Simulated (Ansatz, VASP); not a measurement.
**Two plane-wave programs on KI**

Contents of INCAR:

```
SYSTEM = KI
PREC = Accurate
ENCUT = 520
EDIFF = 1E-8
ISMEAR = -1
SIGMA = 0.01
LREAL = .False.
LASPH = .True.
NELM = 100
ALGO = Normal
ISIF = 2
LWAVE = .False.
LCHARG = .False.
GGA = PE
LEFG = .True.
NBANDS = 15
```

File KPOINTS:

```
Automatic mesh
0
Gamma
  8 8 8
  0 0 0
```

Contents of POSCAR:

```
KI
1.0
    0.0000000000      3.4532122741      3.4532122741
    3.4532122741      0.0000000000      3.4532122741
    3.4532122741      3.4532122741      0.0000000000
K I
1 1
Direct
    0.0000000000      0.0000000000      0.0000000000
    0.5000000000      0.5000000000      0.5000000000
```

Input for Ansatz:

```yaml
crystal:
  lattice:
    - [0.0, 3.4532122741, 3.4532122741]
    - [3.4532122741, 0.0, 3.4532122741]
    - [3.4532122741, 3.4532122741, 0.0]
  atoms:
    - { symbol: K, position: [0.0, 0.0, 0.0] }
    - { symbol: I, position: [0.5, 0.5, 0.5] }
kpoints:
  mp_grid: { grid: [8, 8, 8] }
scf:
  occupations: { method: fermi_dirac, width: 0.01 }
hamiltonian:
  xc: pbe
  pseudopotentials: { kind: paw }
output:
  forces: true
  stress: true
  eigenvalues: true
  efg: { contact_densities: true }
```

Change from the starting cell: volume scaled by 0.9405, PAW files.

Alike in both runs: task electric field gradients; functional PBE; k mesh 8 × 8 × 8; occupations fermi-dirac, width 0.01 eV; no spin polarisation.

```csv
,VASP,Ansatz
version,VASP 6.6.1,Ansatz 0.2.0
potentials or method,"VASP PAW PBE potentials, release 64 (K_sv, I)","PAW with Ansatz's default frozen-core files, scalar-relativistic"
plane-wave cutoff (eV),520,420
valence electrons in the cell,16,26
```

|  | VASP | Ansatz | Ansatz less VASP |
| --- | --- | --- | --- |
| gap on the k mesh at the Fermi level (eV) | 4.13 | 4.13 | +0.005 |
| pressure (GPa) | 1.7 | 1.7 | -0.04 |

The functional is the same, so the differences come from potentials, cutoffs and numerics. VASP's potentials hold 16 valence electrons a cell and Ansatz's 26, so a difference there can come from the potentials and not from the codes.

Spin-orbit coupling is off throughout.
